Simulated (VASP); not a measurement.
Here is a VASP 6.6.1 calculation.

File POSCAR:

```
Ru
1.0
    2.6246253542      0.0000000000      0.0000000000
   -1.3123126771      2.2729922322      0.0000000000
    0.0000000000      0.0000000000      4.3461285000
Ru
2
Direct
    0.3333333333      0.6666666667      0.2500000000
    0.6666666667      0.3333333333      0.7500000000
```

INCAR.step1

```
SYSTEM = Ru
ALGO = Normal ; EDIFF = 1E-4
ENCUT = 520 ; GGA = PE
ISMEAR = 0 ; LASPH = .TRUE.
LCHARG = .FALSE. ; LREAL = .FALSE.
LWAVE = .TRUE. ; NBANDS = 21
NELM = 60 ; PREC = Accurate
SIGMA = 0.15
```

The input INCAR.step2:

```
SYSTEM = Ru
ALGO = Normal ; EDIFF = 1E-6
ENCUT = 520 ; ISIF = 2
ISMEAR = 0 ; ISTART = 1
LASPH = .TRUE. ; LCHARG = .FALSE.
LMIXTAU = .TRUE. ; LREAL = .FALSE.
LWAVE = .FALSE. ; METAGGA = R2SCAN
NBANDS = 21 ; NELM = 60
PREC = Accurate ; SIGMA = 0.15
```

Contents of KPOINTS:

```
k-points
0
G
  24 24 12
  0 0 0
```

Potentials or basis: VASP PAW PBE potentials, release 64 (Ru_pv).

The run is started by

```sh
$ cat potpaw_PBE.64/Ru_pv/POTCAR > POTCAR
$ cp INCAR.step1 INCAR
$ mpirun -np 1 vasp_std > vasp.out
$ cp INCAR.step2 INCAR
$ mpirun -np 1 vasp_std > vasp.out
```

(1) What does it give for the band gap on the k mesh?

(2) Estimate the pressure.

## Answers

(1) zero (bands 14 and 15 overlap by 3.49 eV).

(2) 17.0 GPa.

Caveat: the cell differs from its parent crystal (strain -0.030 along x and y, +0.015 along z); the stress differs along the axes, from -0 to 26 GPa; the PAW data sets were made with another functional, which shifts forces and pressure a little.
